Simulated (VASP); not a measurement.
# Mg2TiSb2 (I4/mmm) in VASP: notebook, part 2 of 2

VASP 6.6.1. Earlier steps stand in the parts before.

## (3) Single point, PBE

This run uses another cell than the first one, of 25.97 Å³/atom.

INCAR reads:

```
SYSTEM = Mg2TiSb2
PREC = Accurate
ENCUT = 520
EDIFF = 1E-7
ISMEAR = 0
SIGMA = 0.1
LREAL = .FALSE.
LASPH = .TRUE.
NELM = 80
ALGO = Normal
ISIF = 2
LWAVE = .FALSE.
LCHARG = .FALSE.
GGA = PE
NBANDS = 21
```

KPOINTS reads:

```
regular mesh
0
G
  6 6 6
  0 0 0
```

POSCAR reads:

```
Mg2TiSb2
1.0
   -2.2061668971      2.2061668971      6.6708735060
    2.2061668971     -2.2061668971      6.6708735060
    2.2061668971      2.2061668971     -6.6708735060
Mg Ti Sb
2 1 2
Direct
    0.5989228399      0.5989228399      0.0000000000
    0.4010771601      0.4010771601      0.0000000000
    0.0000000000      0.0000000000      0.0000000000
    0.2500000000      0.7500000000      0.5000000000
    0.7500000000      0.2500000000      0.5000000000
```

Potentials or basis: VASP PAW PBE potentials, release 64 (Mg, Ti_sv, Sb).

Started as:

```sh
$ cat potpaw_PBE.64/Mg/POTCAR potpaw_PBE.64/Ti_sv/POTCAR potpaw_PBE.64/Sb/POTCAR > POTCAR
$ mpirun -np 1 vasp_std > vasp.out
```

OUTCAR:

```text
SYSTEM = Mg2TiSb2
   PREC = Accurate
   ENCUT = 520
   EDIFF = 1E-7
   ISMEAR = 0
   LREAL = .FALSE.
   LASPH = .TRUE.
   NELM = 80
   ISIF = 2
   GGA = PE

 ion  position               nearest neighbor table
   1  0.599  0.599  0.000-   2 2.64   4 2.99   5 2.99   5 2.99   4 2.99
   2  0.401  0.401  0.000-   1 2.64   4 2.99   5 2.99   4 2.99   5 2.99
   3  0.000  0.000  0.000-
   4  0.250  0.750  0.500-   1 2.99   2 2.99   2 2.99   1 2.99   5 3.12   5 3.12   5 3.12   5 3.12

   5  0.750  0.250  0.500-   1 2.99   2 2.99   2 2.99   1 2.99   4 3.12   4 3.12   4 3.12   4 3.12

  LATTYP: Found a body centered tetragonal cell.
 ALAT       =     4.4123337942
 C/A-ratio  =     3.0237392805

  Lattice vectors:

 A1 = (  -2.2061668971,   2.2061668971,   6.6708735060)
 A2 = (   2.2061668971,  -2.2061668971,   6.6708735060)
 A3 = (   2.2061668971,   2.2061668971,  -6.6708735060)

Analysis of symmetry for initial positions (statically):
=====================================================================
 Subroutine PRICEL returns:
 Original cell was already a primitive cell.

 Routine SETGRP: Setting up the symmetry group for a
 body centered tetragonal supercell.

 Subroutine GETGRP returns: Found 16 space group operations
 (whereof 16 operations were pure point group operations)
 out of a pool of 16 trial point group operations.

The static configuration has the point symmetry D_4h.

Analysis of symmetry for dynamics (positions and initial velocities):
=====================================================================
 Subroutine PRICEL returns:
 Original cell was already a primitive cell.

 Routine SETGRP: Setting up the symmetry group for a
 body centered tetragonal supercell.

 Subroutine GETGRP returns: Found 16 space group operations
 (whereof 16 operations were pure point group operations)
 out of a pool of 16 trial point group operations.

The dynamic configuration has the point symmetry D_4h.

 Subroutine INISYM returns: Found 16 space group operations
 (whereof 16 operations are pure point group operations),
 and found     1 'primitive' translations

----------------------------------------------------------------------------------------

                                     Primitive cell

  volume of cell :     129.8732

  direct lattice vectors                    reciprocal lattice vectors
    -2.206166897  2.206166897  6.670873506     0.000000000  0.226637432  0.074952703
     2.206166897 -2.206166897  6.670873506     0.226637432  0.000000000  0.074952703
     2.206166897  2.206166897 -6.670873506     0.226637432  0.226637432  0.000000000

  length of vectors
     7.364434675  7.364434675  7.364434675     0.238709935  0.238709935  0.320513730

  position of ions in fractional coordinates (direct lattice)
     0.598922840  0.598922840  0.000000000
     0.401077160  0.401077160  0.000000000
     0.000000000  0.000000000  0.000000000
     0.250000000  0.750000000  0.500000000
     0.750000000  0.250000000  0.500000000

  ion indices of the primitive-cell ions
   primitive index   ion index
                 1           1
                 2           2
                 3           3
                 4           4
                 5           5

[... 24 lines left out ...]
 Found     30 irreducible k-points:

 Following reciprocal coordinates:
            Coordinates               Weight
  0.000000  0.000000  0.000000      1.000000
  0.166667  0.000000 -0.000000      8.000000
  0.333333 -0.000000  0.000000      8.000000
  0.500000  0.000000  0.000000      4.000000
  0.166667  0.166667  0.000000      8.000000
  0.333333  0.166667  0.000000     16.000000
[... 16 lines left out ...]
 -0.333333 -0.333333  0.166667      8.000000
 -0.166667 -0.333333  0.166667      8.000000
 [... further k-points ...]
   k-points           NKPTS =     30   k-points in BZ     NKDIM =     30   number of bands    NBANDS=     21
   number of dos      NEDOS =    301   number of ions     NIONS =      5
   total plane-waves  NPLWV = 175616
   dimension x,y,z NGX =    56 NGY =   56 NGZ =   56
   dimension x,y,z NGXF=   112 NGYF=  112 NGZF=  112
   ions per type =               2   1   2
   NGX,Y,Z   is equivalent  to a cutoff of  12.64, 12.64, 12.64 a.u.
   NGXF,Y,Z  is equivalent  to a cutoff of  25.28, 25.28, 25.28 a.u.
 SYSTEM =  Mg2TiSb2
   PREC   = accura    normal or accurate (medium, high low for compatibility)
   ISTART =      0    job   : 0-new  1-cont  2-samecut
   ICHARG =      2    charge: 1-file 2-atom 10-const
   ISPIN  =      1    spin polarized calculation?
   LNONCOLLINEAR =      F non collinear calculations
   LSORBIT =      F    spin-orbit coupling
   LASPH  =      T    aspherical Exc in radial PAW
   ENCUT  =  520.0 eV  38.22 Ry    6.18 a.u.  13.69 13.69 13.69*2*pi/ulx,y,z
   NELM   =     80;   NELMIN=  2; NELMDL= -5     # of ELM steps
   EDIFF  = 0.1E-06   stopping-criterion for ELM
   LREAL  =      F    real-space projection
   EDIFFG = 0.1E-05   stopping-criterion for IOM
   NSW    =      0    number of steps for IOM
   IBRION =     -1    ionic relax: 0-MD 1-quasi-New 2-CG
   NFREE  =      0    steps in history (QN), initial steepest desc. (CG)
   ISIF   =      2    stress and relaxation
   ISYM   =      2    0-nonsym 1-usesym 2-fastsym
   POTIM  = 0.5000    time-step for ionic-motion
   TEBEG  =    0.0;   TEEND  =   0.0 temperature during run
   PSTRESS=    0.0 pullay stress
   NELECT =      26.0000    total number of electrons
   NUPDOWN=      -1.0000    fix difference up-down
   EMIN   =  10.00;   EMAX   =-10.00  energy-range for DOS
   EFERMI =   0.00;   METHOD = LEGACY
   ISMEAR =     0;   SIGMA  =   0.10  broadening in eV -4-tet -1-fermi 0-gaus
   EFERMI_NEDOS =   21; number of points for ismear=-14 and -15
   IALGO  =     38    algorithm
   IMIX   =      4    mixing-type and parameters
     AMIX     =   0.40;   BMIX     =  1.00
     AMIX_MAG =   1.60;   BMIX_MAG =  1.00
  volume/ion in A,a.u.               =      25.97       175.29
  Fermi-wavevector in a.u.,A,eV,Ry     =   0.957693  1.809777 12.478925  0.917175
  Thomas-Fermi vector in A             =   2.086733
   LORBIT       =      0    0 simple, 1 ext, 2 COOP (PROOUT), +10 PAW based schemes
   GGA     = PE    functional components
   LHFCALC =     F    Hartree Fock is set to
   AEXX    =    0.0000 exact exchange contribution
   IVDW    =     0    specifies the selected vdW correction
   LEPSILON=     F    determine dielectric tensor
   LRPA    =     F    only Hartree local field effects (RPA)
 non-spin polarized calculation
 Gauss-broadening in eV      SIGMA  =   0.10
  energy-cutoff  :      520.00
  volume of cell :      129.87
 maximum number of plane-waves:      3516
   NGX = 27   NGY = 27   NGZ = 27

 number of electron      26.0000000 magnetization

 Free energy of the ion-electron system (eV)
  ---------------------------------------------------
  ext. energy  EPLUGINS =         0.00000000
  ---------------------------------------------------
  free energy    TOTEN  =       -16.62926479 eV

  energy without entropy =      -16.57138469  energy(sigma->0) =      -16.60032474

 E-fermi :   5.4532     XC(G=0):  -9.2695

 val. band max:        5.4514547500   @ k =  -0.3333   0.3333   0.1667
 cond. band min:       5.4692984721   @ k =  -0.3333   0.3333   0.0000
 fundamental gap:      0.0178437221
 Fermi energy:         5.4531516834

 k-point     1 :       0.0000    0.0000    0.0000
  band No.  band energies     occupation
      1     -52.3384      2.00000
      2     -28.7460      2.00000
      3     -28.5045      2.00000
      4     -28.5045      2.00000
      5      -6.5487      2.00000
      6      -1.0760      2.00000
[... 565 lines left out ...]
     20       7.6478      0.00000
     21       8.2528      0.00000

 [... further k-points ...]

------------------------ aborting loop because EDIFF is reached ----------------------------------------

  FORCE on cell =-STRESS in cart. coord.  units (eV):
  Direction    XX          YY          ZZ          XY          YZ          ZX
  --------------------------------------------------------------------------------------
  -------------------------------------------------------------------------------------
  Total        0.0475887      0.0475887      0.1431990      0.0000000      0.0000000      0.0000000
  in kB        0.5870768      0.5870768      1.7665708      0.0000000      0.0000000      0.0000000
  external PRESSURE =       0.9802414 kB  Pullay stress =       0.0000000 kB

 VOLUME and BASIS-vectors are now :
 -----------------------------------------------------------------------------
  energy-cutoff  :      520.00
  volume of cell :      129.87
      direct lattice vectors                 reciprocal lattice vectors
    -2.206166897  2.206166897  6.670873506     0.000000000  0.226637432  0.074952703
     2.206166897 -2.206166897  6.670873506     0.226637432  0.000000000  0.074952703
     2.206166897  2.206166897 -6.670873506     0.226637432  0.226637432  0.000000000

 POSITION                                       TOTAL-FORCE (eV/Angst)
 -----------------------------------------------------------------------------------
      0.00000      0.00000      7.99068        -0.000000     -0.000000      0.000441
      0.00000      0.00000      5.35107        -0.000000     -0.000000     -0.000441
      0.00000      0.00000      0.00000         0.000000      0.000000     -0.000000
      2.20617      0.00000      3.33544         0.000000      0.000000     -0.000000
      0.00000      2.20617      3.33544         0.000000      0.000000     -0.000000
 -----------------------------------------------------------------------------------
    total drift:                                0.000000     -0.000000     -0.000000

  FREE ENERGIE OF THE ION-ELECTRON SYSTEM (eV)
  ---------------------------------------------------
  free  energy   TOTEN  =       -16.6292647879 eV

  energy  without entropy=      -16.5713846941  energy(sigma->0) =      -16.60032474
```

Run time: 3 min. Hardware: 1 thread of AMD EPYC 9R45 (Zen 5), shared host; peak memory 0.44 GiB.

What came out:

```
Free energy            : -16.6293 eV
Pressure               : 0.1 GPa
Band gap on the k mesh : zero (bands 13 and 14 overlap by 1.26 eV)
```

Caveat: spin-orbit coupling is left out, which moves the levels of the heavy elements.

## (4) Single point, PBE

This run uses another cell than the first one, of 26.12 Å³/atom.

INCAR reads:

```
PREC     = Accurate       # precision mode
ENCUT    = 520            # plane-wave cutoff, eV
EDIFF    = 1E-6           # SCF threshold, eV
ISMEAR   = 0              # smearing method
SIGMA    = 0.1            # smearing width, eV
LREAL    = False          # projectors in reciprocal space
LASPH    = True           # aspherical terms in the spheres
NELM     = 100            # most SCF steps
ALGO     = Fast           # electronic algorithm
ISIF     = 2              # what is computed and relaxed
LWAVE    = False          # write WAVECAR
LCHARG   = True           # write CHGCAR
GGA      = PE             # functional
LELF     = True           # ELF
LVHAR    = True         
NBANDS   = 21             # bands
```

KPOINTS reads:

```
regular mesh
0
Gamma
  12 12 12
```

POSCAR reads:

```
Mg2TiSb2
1.0
   -2.1349694274      2.1349694274      7.1625960757
    2.1349694274     -2.1349694274      7.1625960757
    2.1349694274      2.1349694274     -7.1625960757
Mg Ti Sb
2 1 2
Direct
    0.5953588753      0.5953588753      0.0000000000
    0.4046411247      0.4046411247      0.0000000000
    0.0000000000      0.0000000000      0.0000000000
    0.2500000000      0.7500000000      0.5000000000
    0.7500000000      0.2500000000      0.5000000000
```

Potentials or basis: VASP PAW PBE potentials, release 64 (Mg, Ti_sv, Sb).

Started as:

```sh
$ cat potpaw_PBE.64/Mg/POTCAR potpaw_PBE.64/Ti_sv/POTCAR potpaw_PBE.64/Sb/POTCAR > POTCAR
$ mpirun -np 1 vasp_std > vasp.out
```

OUTCAR:

```text
PREC = Accurate
   ENCUT = 520
   EDIFF = 1E-6
   ISMEAR = 0
   LREAL = False
   LASPH = True
   NELM = 100
   ISIF = 2
   GGA = PE

 ion  position               nearest neighbor table
   1  0.595  0.595  0.000-   2 2.73   4 3.08   5 3.08   5 3.08   4 3.08
   2  0.405  0.405  0.000-   1 2.73   4 3.08   5 3.08   4 3.08   5 3.08
   3  0.000  0.000  0.000-
   4  0.250  0.750  0.500-   5 3.02   5 3.02   5 3.02   5 3.02   2 3.08   1 3.08   1 3.08   2 3.08

   5  0.750  0.250  0.500-   4 3.02   4 3.02   4 3.02   4 3.02   2 3.08   1 3.08   2 3.08   1 3.08

  LATTYP: Found a body centered tetragonal cell.
 ALAT       =     4.2699388548
 C/A-ratio  =     3.3548939782

  Lattice vectors:

 A1 = (  -2.1349694274,   2.1349694274,   7.1625960757)
 A2 = (   2.1349694274,  -2.1349694274,   7.1625960757)
 A3 = (   2.1349694274,   2.1349694274,  -7.1625960757)

Analysis of symmetry for initial positions (statically):
=====================================================================
 Subroutine PRICEL returns:
 Original cell was already a primitive cell.

 Routine SETGRP: Setting up the symmetry group for a
[... 178 lines left out ...]
 val. band max:        5.3623635544   @ k =   0.4167   0.0000  -0.0000
 cond. band min:       5.3641412789   @ k =  -0.0833   0.2500   0.0833
 fundamental gap:      0.0017777245
 Fermi energy:         5.3628822762

 k-point     1 :       0.0000    0.0000    0.0000
  band No.  band energies     occupation
      1     -52.3588      2.00000
      2     -28.7456      2.00000
      3     -28.5312      2.00000
      4     -28.5312      2.00000
      5      -6.9034      2.00000
      6      -0.6251      2.00000
[... 565 lines left out ...]
     20       8.3213      0.00000
     21       8.5775      0.00000

 [... further k-points ...]

------------------------ aborting loop because EDIFF is reached ----------------------------------------

  FORCE on cell =-STRESS in cart. coord.  units (eV):
  Direction    XX          YY          ZZ          XY          YZ          ZX
  --------------------------------------------------------------------------------------
  -------------------------------------------------------------------------------------
  Total       -0.0134437     -0.0134437     -0.0024219      0.0000000      0.0000000      0.0000000
  in kB       -0.1649355     -0.1649355     -0.0297131      0.0000000      0.0000000      0.0000000
  external PRESSURE =      -0.1198614 kB  Pullay stress =       0.0000000 kB

 VOLUME and BASIS-vectors are now :
 -----------------------------------------------------------------------------
  energy-cutoff  :      520.00
  volume of cell :      130.59
      direct lattice vectors                 reciprocal lattice vectors
    -2.134969427  2.134969427  7.162596076     0.000000000  0.234195391  0.069807092
     2.134969427 -2.134969427  7.162596076     0.234195391  0.000000000  0.069807092
     2.134969427  2.134969427 -7.162596076     0.234195391  0.234195391  0.000000000

 POSITION                                       TOTAL-FORCE (eV/Angst)
 -----------------------------------------------------------------------------------
      0.00000      0.00000      8.52863         0.000000      0.000000      0.002217
      0.00000      0.00000      5.79656         0.000000      0.000000     -0.002217
      0.00000      0.00000      0.00000        -0.000000     -0.000000      0.000000
      2.13497     -0.00000      3.58130        -0.000000     -0.000000      0.000000
     -0.00000      2.13497      3.58130        -0.000000     -0.000000      0.000000
 -----------------------------------------------------------------------------------
    total drift:                               -0.000000      0.000000     -0.000000

  FREE ENERGIE OF THE ION-ELECTRON SYSTEM (eV)
  ---------------------------------------------------
  free  energy   TOTEN  =       -16.6996404035 eV

  energy  without entropy=      -16.6475775420  energy(sigma->0) =      -16.67360897
```

OSZICAR:

```text
N       E                     dE             d eps       ncg     rms          rms(c)
DAV:   1     0.150913858428E+03    0.15091E+03   -0.10400E+04  6910   0.106E+03
DAV:   2    -0.505067196599E+01   -0.15596E+03   -0.15151E+03  7480   0.255E+02
DAV:   3    -0.190556290729E+02   -0.14005E+02   -0.13485E+02 11666   0.684E+01
[... 19 lines left out ...]
RMM:  23    -0.166996334731E+02   -0.49001E-05   -0.52997E-05  7268   0.178E-02    0.348E-03
RMM:  24    -0.166996366170E+02   -0.31439E-05   -0.37040E-05  7360   0.147E-02    0.945E-04
RMM:  25    -0.166996385225E+02   -0.19055E-05   -0.21955E-05  6857   0.121E-02    0.406E-04
RMM:  26    -0.166996397946E+02   -0.12721E-05   -0.15216E-05  6389   0.101E-02    0.520E-04
RMM:  27    -0.166996404035E+02   -0.60886E-06   -0.80184E-06  6249   0.886E-03
   1 F= -.16699640E+02 E0= -.16673609E+02  d E =-.520629E-01
```

Run time: 24 min. Hardware: 1 thread of AMD EPYC 9R45 (Zen 5), shared host; peak memory 0.84 GiB.

What came out:

| Quantity | Value |
| --- | --- |
| Free energy | -16.6996 eV |
| Pressure | 0.0 GPa |
| Band gap on the k mesh | zero (bands 13 and 14 overlap by 0.78 eV) |

Forces in eV/Å, atoms in the order of the input:
```
Mg   0.000  0.000  0.002
Mg   0.000  0.000 -0.002
Ti   0.000  0.000  0.000
Sb   0.000  0.000  0.000
Sb   0.000  0.000  0.000
```

Caveat: spin-orbit coupling is left out, which moves the levels of the heavy elements.

## (5) The runs side by side

| cell | k mesh | gap on the mesh (eV) | pressure (GPa) |
| --- | --- | --- | --- |
| a = 6.431 Å, angles 140.8, 140.8, 56.6°, 5 atoms, atomic positions A | 6 × 6 × 6 | none | 20.3 |
| a = 7.364 Å, angles 145.1, 145.1, 50.1°, 5 atoms, atomic positions B | 6 × 6 × 6 | none | 0.1 |
| a = 7.773 Å, angles 148.1, 148.1, 45.7°, 5 atoms, atomic positions C | 12 × 12 × 12 | none | 0.0 |

Alike in all rows: task single point; level PBE; potentials or basis VASP PAW PBE potentials, release 64 (Mg, Ti_sv, Sb); no spin polarisation; cutoff (eV) 520; smearing gaussian 0.1 eV.

Caveats: spin-orbit coupling is left out, which moves the levels of the heavy elements; the cell stands under pressure (at least some runs); forces of over 1 eV/Å act on the atoms, so gaps and moduli don't describe the material at rest (at least some runs).

Absolute energies hang on the potentials; compare differences alone.
